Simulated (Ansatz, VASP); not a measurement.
# Ni in VASP and in Ansatz

INCAR

```
SYSTEM = Ni
PREC     = Accurate       ! precision mode
ENCUT    = 600            ! plane-wave cutoff, eV
EDIFF    = 1E-6           ! SCF threshold, eV
ISMEAR   = -1             ! smearing method
SIGMA    = 0.05           ! smearing width, eV
LREAL    = .False.        ! projectors in reciprocal space
LASPH    = .True.         ! aspherical terms in the spheres
NELM     = 200            ! most SCF steps
ALGO     = Normal         ! electronic algorithm
ISIF     = 2              ! what is computed and relaxed
LWAVE    = .False.        ! write WAVECAR
LCHARG   = .False.        ! write CHGCAR
ISPIN    = 2              ! spin polarisation
MAGMOM   = 0.592          ! initial moments
LORBIT   = 11             ! projections on sites
LMAXMIX  = 4              ! l up to which the mixer works
GGA      = PE             ! functional
NBANDS   = 15             ! bands
GGA_COMPAT= .False.
```

KPOINTS

```
Automatic mesh
0
Gamma
  18 18 18
  0 0 0
```

Contents of POSCAR:

```
Ni
1.0
   -1.4542417117      1.4542417117      1.4542417117
    1.4542417117     -1.4542417117      1.4542417117
    1.4542417117      1.4542417117     -1.4542417117
Ni
1
Direct
    0.0000000000      0.0000000000      0.0000000000
```

Input for Ansatz:

```yaml
crystal:
  lattice:
    - [-1.4542417117, 1.4542417117, 1.4542417117]
    - [1.4542417117, -1.4542417117, 1.4542417117]
    - [1.4542417117, 1.4542417117, -1.4542417117]
  atoms:
    - { symbol: Ni, position: [0.0, 0.0, 0.0], spin: 0.592 }
hamiltonian:
  xc: pbe
  pseudopotentials:
    kind: paw
    azcp:
      Ni: "pseudopotentials/Ni.paw.azcp"
basis:
  ecutwfc: 420
  fft_grid_basis: typed
kpoints:
  mp_grid: { grid: [18, 18, 18], shift: [0, 0, 0] }
magnetization:
  spin_polarized: true
scf:
  occupations: { method: fermi_dirac, width: 0.05 }
  lower_state_search: "off"
output:
  stress: true
```

Alike in both runs: task single point; functional PBE; k mesh 18 × 18 × 18; occupations fermi-dirac, width 0.05 eV; collinear spin.

|  | VASP | Ansatz |
| --- | --- | --- |
| version | VASP 6.6.1 | Ansatz 0.2.0 |
| potentials or method | VASP PAW PBE potentials, release 64 (Ni), cutoff 600 eV | plane waves (420 eV) with PAW, scalar-relativistic |
| valence electrons in the cell | 10 | 18 |

|  | VASP | Ansatz | Ansatz less VASP |
| --- | --- | --- | --- |
| pressure (GPa) | -16.4 | -16.4 | -0.08 |
| net moment per atom (μB) | 0.60 | 0.61 | +0.010 |
| size of the moment on the site where the two differ most (μB) | 0.61 | 0.64 | +0.029 |

Site moments also hang on the region over which each program counts them. VASP's potentials hold 10 valence electrons a cell and Ansatz's 18, so a difference there can come from the potentials and not from the codes.
